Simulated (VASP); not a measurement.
Runs of VASP 6.6.1 on CdSb2C. The structure is that of space group I-42d (No. 122), or close to it. The cells are those of the table. 

```csv
cell,gap on the mesh (eV),pressure (GPa),largest force (eV/Å)
"a = 6.599 Å, angles 125.7, 125.7, 80.3°, 8 atoms",(a),(b),0.13
"a = 6.669 Å, angles 125.7, 125.7, 80.3°, 8 atoms",0.17,2.2,0.07
"a = 6.691 Å, angles 125.9, 125.9, 80.1°, 8 atoms",0.18,1.7,0.01
"a = 6.737 Å, angles 125.7, 125.7, 80.3°, 8 atoms",0.18,0.1,0.02
```

Alike in all rows: task single point; level PBE; potentials or basis VASP PAW PBE potentials, release 64 (Cd, Sb, C); no spin polarisation; k mesh 6 × 6 × 6; cutoff (eV) 520; smearing fermi-dirac 0.02 eV.

Problem. Fill in the values left out.

Solution. (a) 0.09; (b) 4.6.

Caveats: spin-orbit coupling is left out, which moves the levels of the heavy elements; the cell stands under pressure (at least some runs).

A k mesh can miss the band edges, and the runs leave out spin-orbit coupling on Cd, Sb.
